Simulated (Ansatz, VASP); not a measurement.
# C: VASP beside Ansatz

```
CELL_PARAMETERS angstrom
2.48962 0.00000 0.00000
-1.24481 2.15608 0.00000
0.00000 0.00000 8.21427
ATOMIC_POSITIONS crystal
C 0.00000 0.00000 0.08709
C 0.00000 0.00000 0.58709
C 0.00000 0.00000 0.41291
C 0.00000 0.00000 0.91291
C 0.33333 0.66667 0.16009
C 0.66667 0.33333 0.66009
C 0.33333 0.66667 0.33991
C 0.66667 0.33333 0.83991
```

Change from the starting cell: mode 21 frozen in at -0.048 Å, strain +e along z and -e/2 along x and y +0.0000.

Alike in both runs: task single point; functional LDA; k mesh 12 × 12 × 4; occupations gaussian, width 0.05 eV; no spin polarisation.

|  | VASP | Ansatz |
| --- | --- | --- |
| version | VASP 6.6.1 | Ansatz 0.2.0 |
| potentials or method | VASP PAW LDA potentials, release 64 (C), cutoff 520 eV | scalar-relativistic, plane waves, PAW |
| valence electrons in the cell | 32 | 32 |

Ansatz gave:

```
gap on the k mesh at the Fermi level (eV)                     : 3.41
least direct gap on the mesh (eV)                             : 3.86
pressure (GPa)                                                : 2.5
traceless stress, the component that is largest in VASP (GPa) : 7.87
rms of the force components (eV/Å)                            : 2.195
```

Question: Which values does VASP return?

Answer: gap on the k mesh at the Fermi level (eV): 3.40; least direct gap on the mesh (eV): 3.86; pressure (GPa): 4.1; traceless stress, the component that is largest in VASP (GPa): 8.27; rms of the force components (eV/Å): 2.204.

Ansatz warns that its potentials were made for another functional, while VASP's fit it. LDA's correlation is that of Perdew and Zunger in VASP and of Perdew and Wang (1992) in Ansatz. Atom by atom the forces differ by 0.009 eV/Å (rms over components).
